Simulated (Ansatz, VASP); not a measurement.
Two plane-wave programs on GaSb3

```
Ga Sb
1.0
     0.00000    3.64496    3.45543
     3.64496    0.00000    3.45543
     3.64496    3.64496    0.00000
Ga Sb
1 3
Direct
  0.00000 0.00000 0.00000
  0.25000 0.25000 0.25000
  0.75000 0.75000 0.75000
  0.50000 0.50000 0.50000
```

Alike in both runs: task single point; functional PBEsol; k mesh 10 × 10 × 10; occupations gaussian, width 0.15 eV; no spin polarisation.

|  | VASP | Ansatz |
| --- | --- | --- |
| version | VASP 6.6.1 | Ansatz 0.2.0 |
| potentials or method | VASP PAW PBE potentials, release 64 (Ga_d, Sb), cutoff 520 eV | scalar-relativistic, plane waves, PAW |
| valence electrons in the cell | 28 | 58 |

Ansatz gave:

```
gap on the k mesh at the Fermi level (eV)                     : none
pressure (GPa)                                                : 4.2
traceless stress, the component that is largest in VASP (GPa) : 1.12
```

Q: Which values does VASP return?

A: gap on the k mesh at the Fermi level (eV): none; pressure (GPa): 4.3; traceless stress, the component that is largest in VASP (GPa): 1.12.

VASP's potentials were made for PBE, not for PBEsol, and Ansatz warns of the same on its side. A gap of «none» marks a metal or a gap that the smearing closes. VASP's potentials hold 28 valence electrons a cell and Ansatz's 58, so a difference there can come from the potentials and not from the codes.

Neither program's run includes spin-orbit coupling.
